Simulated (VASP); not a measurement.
**KF: single point with PBE**

Crystal: KF.

```
K F
1.0
     0.00000    2.70937    2.70937
     2.70937    0.00000    2.70937
     2.70937    2.70937    0.00000
K F
1 1
Direct
  0.00000 0.00000 0.00000
  0.50000 0.50000 0.50000
```

| Property | Result |
| --- | --- |
| Program | VASP 6.6.1 |
| Task | single point |
| Functional | PBE |
| Potentials or basis | VASP PAW PBE potentials, release 64 (K_sv, F) |
| Cutoff | 520 eV |
| k mesh | 8 × 8 × 8 |
| Occupations | gaussian, width 0.02 eV |
| Spin | no spin polarisation |
| Dipole correction | no |
| k mesh for the DOS | 12 × 12 × 12 |
| Occupations for the DOS | tetrahedron |
| Further INCAR settings | ALGO = Normal; EDIFF = 1e-06; NBANDS = 15 |

* Valence electrons inside the program's atomic spheres: K 7.58; F 6.08

Levels at points of the mesh, in eV from the valence-band top:
```
           k point  band 5  band 6  band 7  band 8  band 9  band 10  band 11  band 12
(0.00, 0.00, 0.00)   -9.54    0.00    0.00    0.00    5.95    10.56    10.56    10.56
(0.50, 0.00, 0.00)   -9.57   -0.75   -0.31   -0.31    8.89    10.30    11.87    11.87
(0.50, 0.50, 0.00)   -9.72   -0.23   -0.06   -0.06    8.16    10.07    11.48    13.39
```

Run time: 70 s on 1 thread of Intel Xeon 8259CL, on a shared host, peak memory 0.17 GiB.
